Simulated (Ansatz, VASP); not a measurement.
**Pt2Rh in VASP and in Ansatz**

```
Rh Pt
1.0
     0.00000    3.66660    3.66660
     3.66660    0.00000    3.66660
     3.66660    3.66660    0.00000
Rh Pt
2 4
Direct
  0.00000 0.00000 0.00000
  0.25000 0.25000 0.25000
  0.62500 0.62500 0.62500
  0.12500 0.62500 0.62500
  0.62500 0.62500 0.12500
  0.62500 0.12500 0.62500
```

Alike in both runs: functional PBE; k mesh 4 × 4 × 4; occupations gaussian, width 0.1 eV; no spin polarisation.

Ansatz relaxed the structure, and its values are those at the end. VASP's run is a single point on that final structure, the one shown.

|  | VASP | Ansatz |
| --- | --- | --- |
| version | VASP 6.6.1 | Ansatz 0.2.0 |
| potentials or method | VASP PAW PBE potentials, release 64 (Rh_pv, Pt), cutoff 520 eV | scalar-relativistic, plane waves, PAW |
| valence electrons in the cell | 70 | 106 |

```csv
,VASP,Ansatz,Ansatz less VASP
gap on the k mesh at the Fermi level (eV),none,none,-
pressure (GPa),-0.3,0.0,+0.38
```

A gap of «none» marks a metal or a gap that the smearing closes. VASP's potentials hold 70 valence electrons a cell and Ansatz's 106, so a difference there can come from the potentials and not from the codes.

The k mesh is coarse, so the values compare programs but aren't converged. Spin-orbit coupling is off throughout.
